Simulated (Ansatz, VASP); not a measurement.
TaN in VASP and in Ansatz

File INCAR:

```
SYSTEM = TaN
PREC = Accurate
ENCUT = 520
EDIFF = 1E-7
ISMEAR = 0
SIGMA = 0.1
LREAL = .FALSE.
LASPH = .TRUE.
NELM = 150
ALGO = Normal
ISIF = 2
LWAVE = .FALSE.
LCHARG = .FALSE.
ISPIN = 2
MAGMOM = 1 1 0 0
LORBIT = 11
LMAXMIX = 4
GGA = PE
NBANDS = 28
```

The input KPOINTS:

```
Automatic mesh
0
G
  6 4 6
  0 0 0
```

The input POSCAR:

```
TaN
1.0
    3.0570429038      0.0000000000      0.0000000000
    0.0000000000      4.3042768714      0.0000000000
    0.0000000000      0.0000000000      3.2892078218
Ta N
2 2
Direct
    0.5000000000      0.5000000000      0.6974532215
    0.0000000000      0.0000000000      0.3025467785
    0.0000000000      0.5000000000      0.2035173163
    0.5000000000      0.0000000000      0.7964826837
```

Input for Ansatz:

```yaml
crystal:
  lattice:
    - [3.0570429038, 0.0, 0.0]
    - [0.0, 4.3042768714, 0.0]
    - [0.0, 0.0, 3.2892078218]
  atoms:
    - { symbol: Ta, position: [0.5, 0.5, 0.6974532215], spin: 1.0 }
    - { symbol: Ta, position: [0.0, 0.0, 0.3025467785], spin: 1.0 }
    - { symbol: "N", position: [0.0, 0.5, 0.2035173163] }
    - { symbol: "N", position: [0.5, 0.0, 0.7964826837] }
basis:
  ecutwfc: 420
kpoints:
  mp_grid: { grid: [6, 4, 6] }
hamiltonian:
  xc: pbe
scf:
  occupations: { method: gaussian, width: 0.1 }
  lower_state_search: "off"
output:
  forces: true
  stress: true
  eigenvalues: true
  populations: true
magnetization:
  spin_polarized: true
```

Change from the starting cell: species swapped into the CrN type (Pmmn, No. 59).

Alike in both runs: task single point; functional PBE; k mesh 6 × 4 × 6; occupations gaussian, width 0.1 eV; collinear spin.

|  | VASP | Ansatz |
| --- | --- | --- |
| version | VASP 6.6.1 | Ansatz 0.2.0 |
| potentials or method | VASP PAW PBE potentials, release 64 (Ta_pv, N), cutoff 520 eV | scalar-relativistic, plane waves, PAW |
| valence electrons in the cell | 32 | 36 |

VASP gave:

```
gap on the k mesh at the Fermi level (eV)                     : none
pressure (GPa)                                                : 0.6
traceless stress, the component that is largest in VASP (GPa) : 0.31
rms of the force components (eV/Å)                            : 0.008
net moment per atom (μB)                                      : 0.00
```

Q: Which values does Ansatz return?

A: gap on the k mesh at the Fermi level (eV): none; pressure (GPa): -0.1; traceless stress, the component that is largest in VASP (GPa): 0.20; rms of the force components (eV/Å): 0.003; net moment per atom (μB): 0.00.

Atom by atom the forces differ by 0.005 eV/Å (rms over components). A gap of «none» marks a metal or a gap that the smearing closes. VASP's potentials hold 32 valence electrons a cell and Ansatz's 36, so a difference there can come from the potentials and not from the codes. Ansatz's warnings: seeded moment not kept.

The k mesh is coarse, so the values compare programs but aren't converged. Neither program's run includes spin-orbit coupling.
